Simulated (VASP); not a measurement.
Write the native input for VASP 6.6.1 that does the following.

| Item | Value |
| --- | --- |
| Task | relaxation of shape and atoms at fixed volume |
| Functional | PBE |
| Potentials or basis | VASP PAW PBE potentials, release 64 (Sr_sv, O) |
| Cutoff | 600 eV |
| k mesh | 6 × 6 × 6 |
| Occupations | gaussian, width 0.02 eV |
| Spin | no spin polarisation |
| Dipole correction | no |
| Further INCAR settings | ALGO = Normal; EDIFF = 1e-06; IBRION = 2; EDIFFG = -0.01; NSW = 50; ISIF = 4 |

The structure of SrO lies in POSCAR:

```
SrO
1.0
    1.7286138079      0.9980156473      8.9688518906
   -1.7286138079      0.9980156473      8.9688518906
    0.0000000000     -1.9960312947      8.9688518906
Sr O
3 3
Direct
    0.5000000000      0.5000000000      0.5000000000
    0.6121706188      0.6121706188      0.6121706188
    0.3878293812      0.3878293812      0.3878293812
    0.0000000000      0.0000000000      0.0000000000
    0.7771785879      0.7771785879      0.7771785879
    0.2228214121      0.2228214121      0.2228214121
```

These files were run (other wordings do the same):

INCAR

```
SYSTEM = SrO
ALGO = Normal
EDIFF = 1E-6
EDIFFG = -0.01
ENCUT = 600
GGA = PE
IBRION = 2
ISIF = 4
ISMEAR = 0
LASPH = .TRUE.
LCHARG = .FALSE.
LREAL = .FALSE.
LWAVE = .FALSE.
NELM = 60
NSW = 50
PREC = Accurate
SIGMA = 0.02
```

KPOINTS

```
k-points
0
G
  6 6 6
  0 0 0
```

Potentials or basis: VASP PAW PBE potentials, release 64 (Sr_sv, O).

Command:

```sh
$ cat potpaw_PBE.64/Sr_sv/POTCAR potpaw_PBE.64/O/POTCAR > POTCAR
$ mpirun -np 1 vasp_std > vasp.out
```

Results of the run:

- Energy gained by relaxing: 0.1 meV/atom
- Ionic steps: 2
- Pressure after relaxing: 14.7 GPa
- Largest force after relaxing: 0.009 eV/Å
- Band gap on the k mesh: 3.47 eV (least direct gap 3.50 eV)

Wall time 22 min on 1 thread of Intel(R) Xeon(R) Platinum 8259CL CPU @ 2.50GHz (Skylake/Cascade Lake), with other jobs on the host, peak memory 1 GiB.
